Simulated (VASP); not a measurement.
# Bi (P6_3/mmc) in VASP: single point with PBE

Aim: the single point of Bi with PBE.

All numbers are computed with VASP 6.6.1; they aren't measurements. Logs are shortened: lines on timing, memory, paths and dates and some standing lists are left out, and cuts for length are marked.

## (1) The cell of the first run

It takes space group P6_3/mmc (No. 194, hexagonal). The conventional cell has a = 3.546 Å, b = 3.546 Å, c = 5.825 Å, α = 90.00°, β = 90.00°, γ = 120.00°. Bi (site symmetry -6m2) has 12 Bi at 3.55 to 3.56 Å within 4.7 Å.

This isn't the form of Bi at room conditions, which is rhombohedral.

## (2) Single point, PBE

Input file POSCAR:

```
Bi
1.0
    3.5463028285      0.0000000000      0.0000000000
   -1.7731514143      3.0711883390      0.0000000000
    0.0000000000      0.0000000000      5.8253322911
Bi
2
Direct
    0.3333333333      0.6666666667      0.7500000000
    0.6666666667      0.3333333333      0.2500000000
```

Input file INCAR.step1:

```
SYSTEM = Bi
PREC = Accurate
ENCUT = 520
EDIFF = 1E-6
ISMEAR = 0
SIGMA = 0.05
LREAL = .False.
LASPH = .True.
NELM = 80
ALGO = Fast
ISIF = 2
LWAVE = .False.
LCHARG = .True.
GGA = PE
NBANDS = 22
```

Input file KPOINTS.step1:

```
Automatic mesh
0
Gamma
  14 14 8
  0 0 0
```

Input file INCAR.step2:

```
SYSTEM = Bi
PREC = Accurate
ENCUT = 520
EDIFF = 1E-6
ISMEAR = -5
SIGMA = 0.05
LREAL = .False.
LASPH = .True.
NELM = 80
ALGO = Fast
ISIF = 2
LWAVE = .False.
LCHARG = .False.
GGA = PE
LORBIT = 10
NBANDS = 22
NEDOS = 2001
ICHARG = 11
```

Input file KPOINTS.step2:

```
Automatic mesh
0
Gamma
  21 21 12
  0 0 0
```

Potentials or basis: VASP PAW PBE potentials, release 64 (Bi_d).

Started as:

```console
$ cat potpaw_PBE.64/Bi_d/POTCAR > POTCAR
$ cp INCAR.step1 INCAR
$ cp KPOINTS.step1 KPOINTS
$ mpirun -np 1 vasp_std > vasp.out
$ cp INCAR.step2 INCAR
$ cp KPOINTS.step2 KPOINTS
$ mpirun -np 1 vasp_std > vasp.out
```

OUTCAR:

```text
SYSTEM = Bi
   PREC = Accurate
   ENCUT = 520
   EDIFF = 1E-6
   ISMEAR = -5
   LREAL = .False.
   LASPH = .True.
   NELM = 80
   ISIF = 2
   GGA = PE
   LORBIT = 10
   ICHARG = 11

 ion  position               nearest neighbor table
   1  0.333  0.667  0.750-   2 3.56   2 3.56   2 3.56   2 3.56   2 3.56   2 3.56
   2  0.667  0.333  0.250-   1 3.56   1 3.56   1 3.56   1 3.56   1 3.56   1 3.56

  LATTYP: Found a hexagonal cell.
 ALAT       =     3.5463028285
 C/A-ratio  =     1.6426494219

  Lattice vectors:

 A1 = (   3.5463028285,   0.0000000000,   0.0000000000)
 A2 = (  -1.7731514143,   3.0711883390,   0.0000000000)
 A3 = (   0.0000000000,   0.0000000000,   5.8253322911)

Analysis of symmetry for initial positions (statically):
=====================================================================
 Subroutine PRICEL returns:
 Original cell was already a primitive cell.

 Routine SETGRP: Setting up the symmetry group for a
 hexagonal supercell.

 Subroutine GETGRP returns: Found 24 space group operations
 (whereof 12 operations were pure point group operations)
 out of a pool of 24 trial point group operations.

The static configuration has the point symmetry D_3d.
 The point group associated with its full space group is D_6h.

Analysis of symmetry for dynamics (positions and initial velocities):
=====================================================================
 Subroutine PRICEL returns:
 Original cell was already a primitive cell.

 Routine SETGRP: Setting up the symmetry group for a
 hexagonal supercell.

 Subroutine GETGRP returns: Found 24 space group operations
 (whereof 12 operations were pure point group operations)
 out of a pool of 24 trial point group operations.

The dynamic configuration has the point symmetry D_3d.
 The point group associated with its full space group is D_6h.

 Subroutine INISYM returns: Found 24 space group operations
 (whereof 12 operations are pure point group operations),
 and found     1 'primitive' translations

----------------------------------------------------------------------------------------

                                     Primitive cell

  volume of cell :      63.4458

  direct lattice vectors                    reciprocal lattice vectors
     3.546302829  0.000000000  0.000000000     0.281983815  0.162803431  0.000000000
    -1.773151414  3.071188339  0.000000000     0.000000000  0.325606863  0.000000000
     0.000000000  0.000000000  5.825332291     0.000000000  0.000000000  0.171664027

  length of vectors
     3.546302829  3.546302829  5.825332291     0.325606863  0.325606863  0.171664027

  position of ions in fractional coordinates (direct lattice)
     0.333333333  0.666666667  0.750000000
     0.666666667  0.333333333  0.250000000

  ion indices of the primitive-cell ions
   primitive index   ion index
                 1           1
                 2           2

----------------------------------------------------------------------------------------

 KPOINTS: Automatic mesh

Automatic generation of k-mesh.
 Grid dimensions read from file:
 generate k-points for:   21   21   12

 Generating k-lattice:

  Cartesian coordinates                     Fractional coordinates (reciprocal lattice)
     0.013427801  0.007752544  0.000000000     0.047619048 -0.000000000  0.000000000
     0.000000000  0.015505089  0.000000000     0.000000000  0.047619048  0.000000000
     0.000000000  0.000000000  0.014305336     0.000000000  0.000000000  0.083333333

  Length of vectors
     0.015505089  0.015505089  0.014305336

  Shift w.r.t. Gamma in fractional coordinates (k-lattice)
     0.000000000  0.000000000  0.000000000

 TETIRR: Found   5376 inequivalent tetrahedra from    31752

 Subroutine IBZKPT returns following result:
 ===========================================

 Found    336 irreducible k-points:

 Following reciprocal coordinates:
            Coordinates               Weight
  0.000000  0.000000  0.000000      1.000000
  0.047619 -0.000000  0.000000      6.000000
  0.095238  0.000000  0.000000      6.000000
  0.142857  0.000000  0.000000      6.000000
  0.190476  0.000000  0.000000      6.000000
  0.238095  0.000000  0.000000      6.000000
[... 16 lines left out ...]
  0.142857  0.095238  0.000000     12.000000
  0.190476  0.095238  0.000000     12.000000
 [... further k-points ...]
   k-points           NKPTS =    336   k-points in BZ     NKDIM =    336   number of bands    NBANDS=     22
   number of dos      NEDOS =   2001   number of ions     NIONS =      2
   total plane-waves  NPLWV =  37632
   dimension x,y,z NGX =    28 NGY =   28 NGZ =   48
   dimension x,y,z NGXF=    56 NGYF=   56 NGZF=   96
   ions per type =               2
   NGX,Y,Z   is equivalent  to a cutoff of  13.13, 13.13, 13.70 a.u.
   NGXF,Y,Z  is equivalent  to a cutoff of  26.25, 26.25, 27.40 a.u.
 SYSTEM =  Bi
   PREC   = accura    normal or accurate (medium, high low for compatibility)
   ISTART =      0    job   : 0-new  1-cont  2-samecut
   ICHARG =     11    charge: 1-file 2-atom 10-const
   ISPIN  =      1    spin polarized calculation?
   LNONCOLLINEAR =      F non collinear calculations
   LSORBIT =      F    spin-orbit coupling
   LASPH  =      T    aspherical Exc in radial PAW
   ENCUT  =  520.0 eV  38.22 Ry    6.18 a.u.   6.59  6.59 10.83*2*pi/ulx,y,z
   NELM   =     80;   NELMIN=  2; NELMDL=  0     # of ELM steps
   EDIFF  = 0.1E-05   stopping-criterion for ELM
   LREAL  =      F    real-space projection
   EDIFFG = 0.1E-04   stopping-criterion for IOM
   NSW    =      0    number of steps for IOM
   IBRION =     -1    ionic relax: 0-MD 1-quasi-New 2-CG
   NFREE  =      0    steps in history (QN), initial steepest desc. (CG)
   ISIF   =      2    stress and relaxation
   ISYM   =      2    0-nonsym 1-usesym 2-fastsym
   POTIM  = 0.5000    time-step for ionic-motion
   TEBEG  =    0.0;   TEEND  =   0.0 temperature during run
   PSTRESS=    0.0 pullay stress
   NELECT =      30.0000    total number of electrons
   NUPDOWN=      -1.0000    fix difference up-down
   EMIN   =  10.00;   EMAX   =-10.00  energy-range for DOS
   EFERMI =   0.00;   METHOD = LEGACY
   ISMEAR =    -5;   SIGMA  =   0.05  broadening in eV -4-tet -1-fermi 0-gaus
   EFERMI_NEDOS =   21; number of points for ismear=-14 and -15
   IALGO  =     68    algorithm
   IMIX   =      4    mixing-type and parameters
     AMIX     =   0.40;   BMIX     =  1.00
     AMIX_MAG =   1.60;   BMIX_MAG =  1.00
  volume/ion in A,a.u.               =      31.72       214.08
  Fermi-wavevector in a.u.,A,eV,Ry     =   1.275403  2.410163 22.131971  1.626654
  Thomas-Fermi vector in A             =   2.408118
   LORBIT       =     10    0 simple, 1 ext, 2 COOP (PROOUT), +10 PAW based schemes
   GGA     = PE    functional components
   LHFCALC =     F    Hartree Fock is set to
   AEXX    =    0.0000 exact exchange contribution
   IVDW    =     0    specifies the selected vdW correction
   LEPSILON=     F    determine dielectric tensor
   LRPA    =     F    only Hartree local field effects (RPA)
 non-spin polarized calculation
 RMM-DIIS sequential band-by-band and
 Fermi weights with tetrahedron method with Bloechl corrections
  energy-cutoff  :      520.00
  volume of cell :       63.45
 maximum number of plane-waves:      1737
 NGX is ok and might be reduce to    28

 number of electron      30.0000003 magnetization

 Free energy of the ion-electron system (eV)
  ---------------------------------------------------
  ext. energy  EPLUGINS =         0.00000000
  ---------------------------------------------------
  free energy    TOTEN  =        -7.49257575 eV

  energy without entropy =       -7.49257575  energy(sigma->0) =       -7.49257575

 E-fermi :   7.7896     XC(G=0): -10.2029

 val. band max:        7.8658887406   @ k =   0.1905   0.0000   0.3333
 cond. band min:       7.7222477214   @ k =   0.2857   0.2381   0.1667
 fundamental gap:     -0.1436410192
 Fermi energy:         7.7895956680

 k-point     1 :       0.0000    0.0000    0.0000
  band No.  band energies     occupation
      1     -15.3248      2.00000
      2     -15.3149      2.00000
      3     -15.3042      2.00000
      4     -15.3042      2.00000
      5     -15.2964      2.00000
      6     -15.2964      2.00000
[... 14 lines left out ...]
     21      17.2786      0.00000
     22      18.1625      0.00000

 k-point     2 :       0.0476   -0.0000    0.0000
  band No.  band energies     occupation
      1     -15.3244      2.00000
      2     -15.3148      2.00000
      3     -15.3031      2.00000
      4     -15.3015      2.00000
      5     -15.2952      2.00000
      6     -15.2937      2.00000
[... 14 lines left out ...]
     21      17.1121      0.00000
     22      18.1830      0.00000

 k-point     3 :       0.0952    0.0000    0.0000
  band No.  band energies     occupation
      1     -15.3253      2.00000
      2     -15.3138      2.00000
      3     -15.2998      2.00000
      4     -15.2935      2.00000
      5     -15.2909      2.00000
      6     -15.2857      2.00000
[... 14 lines left out ...]
     21      17.2489      0.00000
     22      17.4641      0.00000
[... 476 lines left out ...]
 k-point    23 :       0.1429    0.0952    0.0000
  band No.  band energies     occupation
      1     -15.3288      2.00000
      2     -15.3135      2.00000
      3     -15.2944      2.00000
      4     -15.2907      2.00000
      5     -15.2885      2.00000
      6     -15.2769      2.00000
[... 14 lines left out ...]
     21      16.3929      0.00000
     22      16.8592      0.00000

 k-point    24 :       0.1905    0.0952    0.0000
  band No.  band energies     occupation
      1     -15.3367      2.00000
      2     -15.3055      2.00000
      3     -15.3027      2.00000
      4     -15.2947      2.00000
      5     -15.2870      2.00000
      6     -15.2623      2.00000
[... 14 lines left out ...]
     21      16.9416      0.00000
     22      16.9845      0.00000

 [... further k-points ...]

------------------------ aborting loop because EDIFF is reached ----------------------------------------

  FORCE on cell =-STRESS in cart. coord.  units (eV):
  Direction    XX          YY          ZZ          XY          YZ          ZX
  --------------------------------------------------------------------------------------
  -------------------------------------------------------------------------------------
  Total       -0.1955758     -0.1955758      0.0502823      0.0000000      0.0000000      0.0000000
  in kB       -4.9388152     -4.9388152      1.2697636      0.0000000      0.0000000      0.0000000
  external PRESSURE =      -2.8692889 kB  Pullay stress =       0.0000000 kB

 VOLUME and BASIS-vectors are now :
 -----------------------------------------------------------------------------
  energy-cutoff  :      520.00
  volume of cell :       63.45
      direct lattice vectors                 reciprocal lattice vectors
     3.546302829  0.000000000  0.000000000     0.281983815  0.162803431  0.000000000
    -1.773151414  3.071188339  0.000000000     0.000000000  0.325606863  0.000000000
     0.000000000  0.000000000  5.825332291     0.000000000  0.000000000  0.171664027

 POSITION                                       TOTAL-FORCE (eV/Angst)
 -----------------------------------------------------------------------------------
     -0.00000      2.04746      4.36900        -0.000000      0.000000      0.000000
      1.77315      1.02373      1.45633         0.000000     -0.000000      0.000000
 -----------------------------------------------------------------------------------
    total drift:                               -0.000000      0.000000      0.000000

  FREE ENERGIE OF THE ION-ELECTRON SYSTEM (eV)
  ---------------------------------------------------
  free  energy   TOTEN  =        -7.4925757519 eV

  energy  without entropy=       -7.4925757519  energy(sigma->0) =       -7.49257575

 total charge

# of ion       s       p       d       tot
------------------------------------------
    1        1.562   1.238   9.918  12.718
    2        1.562   1.238   9.918  12.718
--------------------------------------------------
tot          3.124   2.476  19.836  25.435
```

It took 6.7 min on 1 thread of Intel Xeon Platinum 8259CL at 2.50GHz (Skylake/Cascade Lake), shared host; peak memory 0.46 GiB.

What came out:

```
Valence electrons inside the program's atomic spheres : Bi 12.72
```

Caveat: spin-orbit coupling is left out, which moves the levels of the heavy elements.
